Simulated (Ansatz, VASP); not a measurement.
## Two plane-wave programs on Pt

```
CELL_PARAMETERS angstrom
-1.56046 1.56046 1.58422
1.56046 -1.56046 1.58422
1.56046 1.56046 -1.58422
ATOMIC_POSITIONS crystal
Pt 0.00000 0.00000 0.00000
```

Change from the starting cell: strain -0.015 along x and y, +0.000 along z, atoms carried along.

Alike in both runs: task single point; functional r2SCAN; k mesh 22 × 22 × 22; occupations gaussian, width 0.15 eV; no spin polarisation.

```csv
,VASP,Ansatz
version,VASP 6.6.1,Ansatz 0.2.0
potentials or method,"VASP PAW PBE potentials, release 64 (Pt), cutoff 520 eV","scalar-relativistic, plane waves, PAW"
valence electrons in the cell,10,18
```

Ansatz gave:

- gap on the k mesh at the Fermi level (eV): none
- pressure (GPa): 0.8
- traceless stress, the component that is largest in VASP (GPa): 0.96

Estimate VASP's values.

gap on the k mesh at the Fermi level (eV): none; pressure (GPa): 1.5; traceless stress, the component that is largest in VASP (GPa): 0.97.

VASP's potentials were made for PBE, not for r2SCAN. A gap of «none» marks a metal or a gap that the smearing closes. VASP's potentials hold 10 valence electrons a cell and Ansatz's 18, so a difference there can come from the potentials and not from the codes.

Spin-orbit coupling is off throughout.
